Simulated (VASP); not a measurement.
SrTiO3, 5 atoms in the cell. The structure is cubic, space group Pm-3m (No. 221). Conventional cell: a = 3.854 Å, b = 3.854 Å, c = 3.854 Å, α = 90.00°, β = 90.00°, γ = 90.00°. Within 3.6 Å of Sr (site symmetry m-3m) lie 12 O at 2.73 Å and 8 Ti at 3.34 Å. Within 2.6 Å of Ti (site symmetry m-3m) lie 6 O at 1.93 Å. O (site symmetry 4/mmm) has 2 Ti at 1.93 Å within 2.6 Å. 

| Property | Result |
| --- | --- |
| Program | VASP 6.6.1 |
| Task | single point |
| Functional | LDA |
| Potentials or basis | VASP PAW LDA potentials, release 64 (Sr_sv, Ti_sv, O) |
| Cutoff | 600 eV |
| k mesh | 8 × 8 × 8 |
| Occupations | gaussian, width 0.02 eV |
| Spin | no spin polarisation |
| Dipole correction | no |
| Further INCAR settings | ALGO = Normal; EDIFF = 1e-06; NBANDS = 28 |

Potentials or basis: VASP PAW LDA potentials, release 64 (Sr_sv, Ti_sv, O).

The run is started by

```console
$ cat potpaw_LDA.64/Sr_sv/POTCAR potpaw_LDA.64/Ti_sv/POTCAR potpaw_LDA.64/O/POTCAR > POTCAR
$ mpirun -np 1 vasp_std > vasp.out
```

Hardware: 1 thread of AMD EPYC 7R13 Processor (Zen 3), with other jobs on the host.

Q: How long does it take, and how much memory?

A: Run time: 52 s on 1 thread of AMD EPYC 7R13 Processor (Zen 3), with other jobs on the host, peak memory 0.16 GiB. Counts: scf iterations 16, k points 35.
